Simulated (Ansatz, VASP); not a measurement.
**Ag: VASP beside Ansatz**

```
Ag
1.0
     0.00000    2.11507    2.07360
     2.03212    0.00000    2.07360
     2.03212    2.11507    0.00000
Ag
1
Direct
  0.00000 0.00000 0.00000
```

Change from the starting cell: strain -0.0200 x Voigt [1, -1, 0, 0, 0, 0], atoms carried along.

Alike in both runs: task single point; functional PBE; k mesh 24 × 24 × 24; occupations gaussian, width 0.15 eV; no spin polarisation.

```csv
,VASP,Ansatz
version,VASP 6.6.1,Ansatz 0.2.0
potentials or method,"VASP PAW PBE potentials, release 64 (Ag), cutoff 520 eV","scalar-relativistic, plane waves, PAW"
valence electrons in the cell,11,19
```

Ansatz gave:

| Quantity | Value |
| --- | --- |
| gap on the k mesh at the Fermi level (eV) | none |
| pressure (GPa) | 0.1 |
| traceless stress, the component that is largest in VASP (GPa) | -0.77 |

Q: What did VASP give for the same quantities?

A: gap on the k mesh at the Fermi level (eV): none; pressure (GPa): 0.0; traceless stress, the component that is largest in VASP (GPa): -0.76.

A gap of «none» marks a metal or a gap that the smearing closes. VASP's potentials hold 11 valence electrons a cell and Ansatz's 19, so a difference there can come from the potentials and not from the codes.
